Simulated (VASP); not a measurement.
A run of VASP 6.6.1 is set up as follows.

The input INCAR:

```
SYSTEM = IrC3
PREC = Accurate ; ENCUT = 520
EDIFF = 1E-6 ; ISMEAR = 0
SIGMA = 0.1 ; LREAL = .FALSE.
LASPH = .TRUE. ; NELM = 100
ALGO = Normal ; ISIF = 2
LWAVE = .FALSE. ; LCHARG = .FALSE.
GGA = PE ; NBANDS = 18
```

KPOINTS

```
regular mesh
0
G
  20 20 20
  0 0 0
```

POSCAR

```
IrC3
1.0
   -1.7563651420      1.7563651420      2.8344584794
    1.7563651420     -1.7563651420      2.8344584794
    1.7563651420      1.7563651420     -2.8344584794
Ir C
1 3
Direct
    0.0000000000      0.0000000000      0.0000000000
    0.5000000000      0.5000000000      0.0000000000
    0.2500000000      0.7500000000      0.5000000000
    0.7500000000      0.2500000000      0.5000000000
```

Potentials or basis: VASP PAW PBE potentials, release 64 (Ir, C).

Command:

```sh
$ cat potpaw_PBE.64/Ir/POTCAR potpaw_PBE.64/C/POTCAR > POTCAR
$ mpirun -np 1 vasp_std > vasp.out
```

Problem. Predict the pressure.

Solution. 1.1 GPa.

Problem. Predict the band gap on the k mesh.

Solution. Zero (an odd number of electrons rules out a gap without spin polarisation).

Stress tensor (GPa, compression positive):
```
1.19 0.00 0.00
0.00 1.19 0.00
0.00 0.00 1.02
```

Caveat: spin-orbit coupling is left out, which moves the levels of the heavy elements.
